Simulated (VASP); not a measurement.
A run of VASP 6.6.1:

File INCAR:

```
SYSTEM = Ag
PREC = Accurate
ENCUT = 520
EDIFF = 1E-6
ISMEAR = -1
SIGMA = 0.1
LREAL = .FALSE.
LASPH = .TRUE.
NELM = 60
ALGO = Normal
ISIF = 2
LWAVE = .FALSE.
LCHARG = .TRUE.
GGA = CA
LELF = .TRUE.
LVHAR = .TRUE.
NBANDS = 12
```

Contents of KPOINTS:

```
Automatic mesh
0
G
  16 16 16
  0 0 0
```

The input POSCAR:

```
Ag
1.0
    0.0000000000      1.7493933460      1.7493933460
    1.7493933460      0.0000000000      1.7493933460
    1.7493933460      1.7493933460      0.0000000000
Ag
1
Direct
    0.0000000000      0.0000000000      0.0000000000
```

Potentials or basis: VASP PAW LDA potentials, release 64 (Ag).

Run with:

```sh
$ cat potpaw_LDA.64/Ag/POTCAR > POTCAR
$ mpirun -np 1 vasp_std > vasp.out
```

Hardware: 1 thread of AMD EPYC 9R14 (Zen 4) (shared host).

Q: Estimate the wall time of this run.

A: Run time: 11 s on 1 thread of AMD EPYC 9R14 (Zen 4), with other jobs on the host, peak memory 0.09 GiB. Counts: scf iterations 10, k points 145.
